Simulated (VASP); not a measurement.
# KCl (Pm-3m) in VASP: a series of runs

Aim: see how the results for KCl move with the level of theory and the settings. Levels: PBE, r2SCAN. Tasks: single point.

Everything below comes from runs of VASP 6.6.1. Logs are shortened: lines on timing, memory, paths and dates and some standing lists are left out, and cuts for length are marked.

## 1. The cell of the first run

It takes space group Pm-3m (No. 221, cubic). Conventional cell: a = 3.771 Å, b = 3.771 Å, c = 3.771 Å, α = 90.00°, β = 90.00°, γ = 90.00°. K (site symmetry m-3m) has 8 Cl at 3.27 Å and 6 K at 3.77 Å within 4.3 Å. Cl (site symmetry m-3m) has 8 K at 3.27 Å and 6 Cl at 3.77 Å within 4.3 Å.

## 2. Single point, PBE

INCAR reads:

```
SYSTEM = KCl
  PREC = Accurate
  ENCUT = 520
  EDIFF = 1E-6
  ISMEAR = 0
  SIGMA = 0.01
  LREAL = .FALSE.
  LASPH = .TRUE.
  NELM = 100
  ALGO = Normal
  ISIF = 2
  LWAVE = .FALSE.
  LCHARG = .FALSE.
  GGA = PE
  NBANDS = 15
```

KPOINTS reads:

```
regular mesh
0
G
  4 4 4
  0 0 0
```

POSCAR reads:

```
KCl
1.0
    3.7708086018      0.0000000000      0.0000000000
    0.0000000000      3.7708086018      0.0000000000
    0.0000000000      0.0000000000      3.7708086018
K Cl
1 1
Direct
    0.0000000000      0.0000000000      0.0000000000
    0.5000000000      0.5000000000      0.5000000000
```

Potentials or basis: VASP PAW PBE potentials, release 64 (K_sv, Cl).

On the command line:

```sh
$ cat potpaw_PBE.64/K_sv/POTCAR potpaw_PBE.64/Cl/POTCAR > POTCAR
$ mpirun -np 1 vasp_std > vasp.out
```

OUTCAR:

```text
SYSTEM = KCl
   PREC = Accurate
   ENCUT = 520
   EDIFF = 1E-6
   ISMEAR = 0
   LREAL = .FALSE.
   LASPH = .TRUE.
   NELM = 100
   ISIF = 2
   GGA = PE

 ion  position               nearest neighbor table
   1  0.000  0.000  0.000-
   2  0.500  0.500  0.500-

  LATTYP: Found a simple cubic cell.
 ALAT       =     3.7708086018

  Lattice vectors:

 A1 = (   3.7708086018,   0.0000000000,   0.0000000000)
 A2 = (   0.0000000000,   3.7708086018,   0.0000000000)
 A3 = (   0.0000000000,   0.0000000000,   3.7708086018)

Analysis of symmetry for initial positions (statically):
=====================================================================
 Subroutine PRICEL returns:
 Original cell was already a primitive cell.

 Routine SETGRP: Setting up the symmetry group for a
 simple cubic supercell.

 Subroutine GETGRP returns: Found 48 space group operations
 (whereof 48 operations were pure point group operations)
 out of a pool of 48 trial point group operations.

The static configuration has the point symmetry O_h .

Analysis of symmetry for dynamics (positions and initial velocities):
=====================================================================
 Subroutine PRICEL returns:
 Original cell was already a primitive cell.

 Routine SETGRP: Setting up the symmetry group for a
 simple cubic supercell.

 Subroutine GETGRP returns: Found 48 space group operations
 (whereof 48 operations were pure point group operations)
 out of a pool of 48 trial point group operations.

The dynamic configuration has the point symmetry O_h .

 Subroutine INISYM returns: Found 48 space group operations
 (whereof 48 operations are pure point group operations),
 and found     1 'primitive' translations

----------------------------------------------------------------------------------------

                                     Primitive cell

  volume of cell :      53.6171

  direct lattice vectors                    reciprocal lattice vectors
     3.770808602  0.000000000  0.000000000     0.265195109  0.000000000  0.000000000
     0.000000000  3.770808602  0.000000000     0.000000000  0.265195109  0.000000000
     0.000000000  0.000000000  3.770808602     0.000000000  0.000000000  0.265195109

  length of vectors
     3.770808602  3.770808602  3.770808602     0.265195109  0.265195109  0.265195109

  position of ions in fractional coordinates (direct lattice)
     0.000000000  0.000000000  0.000000000
     0.500000000  0.500000000  0.500000000

  ion indices of the primitive-cell ions
   primitive index   ion index
                 1           1
                 2           2

----------------------------------------------------------------------------------------

 KPOINTS: regular mesh

Automatic generation of k-mesh.
 Grid dimensions read from file:
 generate k-points for:    4    4    4

 Generating k-lattice:

  Cartesian coordinates                     Fractional coordinates (reciprocal lattice)
     0.066298777  0.000000000  0.000000000     0.250000000  0.000000000  0.000000000
     0.000000000  0.066298777  0.000000000     0.000000000  0.250000000  0.000000000
     0.000000000  0.000000000  0.066298777     0.000000000  0.000000000  0.250000000

  Length of vectors
     0.066298777  0.066298777  0.066298777

  Shift w.r.t. Gamma in fractional coordinates (k-lattice)
     0.000000000  0.000000000  0.000000000

 Subroutine IBZKPT returns following result:
 ===========================================

 Found     10 irreducible k-points:

 Following reciprocal coordinates:
            Coordinates               Weight
  0.000000  0.000000  0.000000      1.000000
  0.250000  0.000000  0.000000      6.000000
  0.500000  0.000000  0.000000      3.000000
  0.250000  0.250000  0.000000     12.000000
  0.500000  0.250000  0.000000     12.000000
  0.500000  0.500000  0.000000      3.000000
  0.250000  0.250000  0.250000      8.000000
  0.500000  0.250000  0.250000     12.000000
  0.500000  0.500000  0.250000      6.000000
  0.500000  0.500000  0.500000      1.000000
   k-points           NKPTS =     10   k-points in BZ     NKDIM =     10   number of bands    NBANDS=     15
   number of dos      NEDOS =    301   number of ions     NIONS =      2
   total plane-waves  NPLWV =  21952
   dimension x,y,z NGX =    28 NGY =   28 NGZ =   28
   dimension x,y,z NGXF=    56 NGYF=   56 NGZF=   56
   ions per type =               1   1
   NGX,Y,Z   is equivalent  to a cutoff of  12.34, 12.34, 12.34 a.u.
   NGXF,Y,Z  is equivalent  to a cutoff of  24.69, 24.69, 24.69 a.u.
 SYSTEM =  KCl
   PREC   = accura    normal or accurate (medium, high low for compatibility)
   ISTART =      0    job   : 0-new  1-cont  2-samecut
   ICHARG =      2    charge: 1-file 2-atom 10-const
   ISPIN  =      1    spin polarized calculation?
   LNONCOLLINEAR =      F non collinear calculations
   LSORBIT =      F    spin-orbit coupling
   LASPH  =      T    aspherical Exc in radial PAW
   ENCUT  =  520.0 eV  38.22 Ry    6.18 a.u.   7.01  7.01  7.01*2*pi/ulx,y,z
   NELM   =    100;   NELMIN=  2; NELMDL= -5     # of ELM steps
   EDIFF  = 0.1E-05   stopping-criterion for ELM
   LREAL  =      F    real-space projection
   EDIFFG = 0.1E-04   stopping-criterion for IOM
   NSW    =      0    number of steps for IOM
   IBRION =     -1    ionic relax: 0-MD 1-quasi-New 2-CG
   NFREE  =      0    steps in history (QN), initial steepest desc. (CG)
   ISIF   =      2    stress and relaxation
   ISYM   =      2    0-nonsym 1-usesym 2-fastsym
   POTIM  = 0.5000    time-step for ionic-motion
   TEBEG  =    0.0;   TEEND  =   0.0 temperature during run
   PSTRESS=    0.0 pullay stress
   NELECT =      16.0000    total number of electrons
   NUPDOWN=      -1.0000    fix difference up-down
   EMIN   =  10.00;   EMAX   =-10.00  energy-range for DOS
   EFERMI =   0.00;   METHOD = LEGACY
   ISMEAR =     0;   SIGMA  =   0.01  broadening in eV -4-tet -1-fermi 0-gaus
   EFERMI_NEDOS =   21; number of points for ismear=-14 and -15
   IALGO  =     38    algorithm
   IMIX   =      4    mixing-type and parameters
     AMIX     =   0.40;   BMIX     =  1.00
     AMIX_MAG =   1.60;   BMIX_MAG =  1.00
  volume/ion in A,a.u.               =      26.81       180.91
  Fermi-wavevector in a.u.,A,eV,Ry     =   1.093991  2.067343 16.283668  1.196816
  Thomas-Fermi vector in A             =   2.230287
   LORBIT       =      0    0 simple, 1 ext, 2 COOP (PROOUT), +10 PAW based schemes
   GGA     = PE    functional components
   LHFCALC =     F    Hartree Fock is set to
   AEXX    =    0.0000 exact exchange contribution
   IVDW    =     0    specifies the selected vdW correction
   LEPSILON=     F    determine dielectric tensor
   LRPA    =     F    only Hartree local field effects (RPA)
 non-spin polarized calculation
 Gauss-broadening in eV      SIGMA  =   0.01
  energy-cutoff  :      520.00
  volume of cell :       53.62
 maximum number of plane-waves:      1472
   NGX = 15   NGY = 15   NGZ = 15

 number of electron      16.0000004 magnetization

 Free energy of the ion-electron system (eV)
  ---------------------------------------------------
  ext. energy  EPLUGINS =         0.00000000
  ---------------------------------------------------
  free energy    TOTEN  =        -6.64268086 eV

  energy without entropy =       -6.64268086  energy(sigma->0) =       -6.64268086

 E-fermi :  -0.5049     XC(G=0):  -8.3065

 val. band max:       -0.5576337918   @ k =   0.5000   0.5000   0.0000
 cond. band min:       4.4704528954   @ k =   0.0000   0.0000   0.0000
 fundamental gap:      5.0280866872
 Fermi energy:        -0.5048722348

 k-point     1 :       0.0000    0.0000    0.0000
  band No.  band energies     occupation
      1     -28.5333      2.00000
      2     -13.2281      2.00000
      3     -11.9087      2.00000
      4     -11.9087      2.00000
      5     -11.9087      2.00000
      6      -0.7712      2.00000
      7      -0.7712      2.00000
      8      -0.7712      2.00000
      9       4.4705      0.00000
     10       5.9601      0.00000
     11       5.9601      0.00000
     12      10.2247      0.00000
     13      10.2247      0.00000
     14      10.2247      0.00000
     15      13.2690      0.00000

 k-point     2 :       0.2500    0.0000    0.0000
  band No.  band energies     occupation
      1     -28.5213      2.00000
      2     -13.3221      2.00000
      3     -11.8903      2.00000
      4     -11.8903      2.00000
      5     -11.8337      2.00000
      6      -1.7263      2.00000
      7      -0.7812      2.00000
      8      -0.7812      2.00000
      9       5.7275      0.00000
     10       6.4755      0.00000
     11       7.1378      0.00000
     12      10.0725      0.00000
     13      10.0725      0.00000
     14      10.5108      0.00000
     15      11.3974      0.00000

 k-point     3 :       0.5000    0.0000    0.0000
  band No.  band energies     occupation
      1     -28.5093      2.00000
      2     -13.4194      2.00000
      3     -11.8717      2.00000
      4     -11.8717      2.00000
      5     -11.7463      2.00000
      6      -2.4593      2.00000
      7      -0.7927      2.00000
      8      -0.7927      2.00000
      9       7.3827      0.00000
     10       7.4120      0.00000
     11       7.9861      0.00000
     12       9.5987      0.00000
     13      10.1185      0.00000
     14      10.1185      0.00000
     15      10.8694      0.00000

 k-point     4 :       0.2500    0.2500    0.0000
  band No.  band energies     occupation
      1     -28.5098      2.00000
      2     -13.2609      2.00000
      3     -12.0405      2.00000
      4     -11.8741      2.00000
      5     -11.8020      2.00000
      6      -1.6974      2.00000
      7      -1.3837      2.00000
      8      -0.7303      2.00000
      9       6.3596      0.00000
     10       6.8728      0.00000
     11       7.9519      0.00000
     12       9.2031      0.00000
     13       9.6159      0.00000
     14      10.2850      0.00000
     15      11.6342      0.00000

 k-point     5 :       0.5000    0.2500    0.0000
  band No.  band energies     occupation
      1     -28.4983      2.00000
      2     -13.2191      2.00000
      3     -12.0240      2.00000
      4     -11.9126      2.00000
      5     -11.8578      2.00000
      6      -2.1565      2.00000
      7      -1.3600      2.00000
      8      -0.6789      2.00000
      9       6.5691      0.00000
     10       7.2148      0.00000
     11       8.7759      0.00000
     12       9.1680      0.00000
     13       9.1852      0.00000
     14      10.0600      0.00000
     15      11.7721      0.00000

 k-point     6 :       0.5000    0.5000    0.0000
  band No.  band energies     occupation
      1     -28.4872      2.00000
      2     -12.9286      2.00000
      3     -12.1702      2.00000
      4     -12.1702      2.00000
      5     -11.8439      2.00000
      6      -1.8321      2.00000
      7      -1.8321      2.00000
      8      -0.5576      2.00000
      9       5.6630      0.00000
     10       6.7918      0.00000
     11       8.4283      0.00000
     12       8.4283      0.00000
     13      11.2268      0.00000
     14      11.2268      0.00000
     15      11.8190      0.00000

 k-point     7 :       0.2500    0.2500    0.2500
  band No.  band energies     occupation
      1     -28.4987      2.00000
      2     -13.1586      2.00000
      3     -12.0151      2.00000
      4     -12.0151      2.00000
      5     -11.8330      2.00000
      6      -1.5169      2.00000
      7      -1.4145      2.00000
      8      -1.4145      2.00000
      9       7.3097      0.00000
     10       7.8440      0.00000
     11       7.8440      0.00000
     12       8.5635      0.00000
     13       9.1618      0.00000
     14       9.1618      0.00000
     15      13.1877      0.00000

 k-point     8 :       0.5000    0.2500    0.2500
  band No.  band energies     occupation
      1     -28.4876      2.00000
      2     -13.0595      2.00000
      3     -12.0111      2.00000
      4     -12.0003      2.00000
      5     -11.9895      2.00000
      6      -2.0314      2.00000
      7      -1.4479      2.00000
      8      -1.2615      2.00000
      9       7.2150      0.00000
     10       7.7061      0.00000
     11       7.9292      0.00000
     12       9.2734      0.00000
     13       9.4110      0.00000
     14       9.6936      0.00000
     15      12.0650      0.00000

 k-point     9 :       0.5000    0.5000    0.2500
  band No.  band energies     occupation
      1     -28.4768      2.00000
      2     -12.8499      2.00000
      3     -12.1378      2.00000
      4     -12.1378      2.00000
      5     -11.9764      2.00000
      6      -1.9122      2.00000
      7      -1.9122      2.00000
      8      -1.3525      2.00000
      9       6.7543      0.00000
     10       8.2308      0.00000
     11       8.3322      0.00000
     12       8.3322      0.00000
     13      10.4003      0.00000
     14      10.4003      0.00000
     15      11.8740      0.00000

 k-point    10 :       0.5000    0.5000    0.5000
  band No.  band energies     occupation
      1     -28.4663      2.00000
      2     -12.7682      2.00000
      3     -12.1049      2.00000
      4     -12.1049      2.00000
      5     -12.1049      2.00000
      6      -1.9948      2.00000
      7      -1.9948      2.00000
      8      -1.9948      2.00000
      9       8.4210      0.00000
     10       8.4210      0.00000
     11       8.4210      0.00000
     12       9.5626      0.00000
     13       9.5626      0.00000
     14       9.5626      0.00000
     15      11.9324      0.00000

------------------------ aborting loop because EDIFF is reached ----------------------------------------

  FORCE on cell =-STRESS in cart. coord.  units (eV):
  Direction    XX          YY          ZZ          XY          YZ          ZX
  --------------------------------------------------------------------------------------
  -------------------------------------------------------------------------------------
  Total        0.3781732      0.3781732      0.3781732     -0.0000000      0.0000000     -0.0000000
  in kB       11.3005066     11.3005066     11.3005066     -0.0000000      0.0000000     -0.0000000
  external PRESSURE =      11.3005066 kB  Pullay stress =       0.0000000 kB

 VOLUME and BASIS-vectors are now :
 -----------------------------------------------------------------------------
  energy-cutoff  :      520.00
  volume of cell :       53.62
      direct lattice vectors                 reciprocal lattice vectors
     3.770808602  0.000000000  0.000000000     0.265195109  0.000000000  0.000000000
     0.000000000  3.770808602  0.000000000     0.000000000  0.265195109  0.000000000
     0.000000000  0.000000000  3.770808602     0.000000000  0.000000000  0.265195109

 POSITION                                       TOTAL-FORCE (eV/Angst)
 -----------------------------------------------------------------------------------
      0.00000      0.00000      0.00000         0.000000      0.000000      0.000000
      1.88540      1.88540      1.88540         0.000000      0.000000      0.000000
 -----------------------------------------------------------------------------------
    total drift:                                0.000000      0.000000      0.000000

  FREE ENERGIE OF THE ION-ELECTRON SYSTEM (eV)
  ---------------------------------------------------
  free  energy   TOTEN  =        -6.6426808622 eV

  energy  without entropy=       -6.6426808622  energy(sigma->0) =       -6.64268086
```

It took 6.7 s on 1 thread of AMD EPYC 7R43 (Zen 3), shared host; peak memory 0.11 GiB.

Results:

- Free energy: -6.6427 eV
- Pressure: 1.1 GPa
- Band gap on the k mesh: 5.03 eV, indirect (least direct gap 5.24 eV)

Levels at points of the mesh, in eV from the valence-band top:
```csv
k point,band 6,band 7,band 8,band 9,band 10,band 11
"(0.00, 0.00, 0.00)",-0.21,-0.21,-0.21,5.03,6.52,6.52
"(0.50, 0.00, 0.00)",-1.90,-0.24,-0.24,7.94,7.97,8.54
"(0.50, 0.50, 0.00)",-1.27,-1.27,0.00,6.22,7.35,8.99
"(0.50, 0.50, 0.50)",-1.44,-1.44,-1.44,8.98,8.98,8.98
```

[end of part 1 of 2]
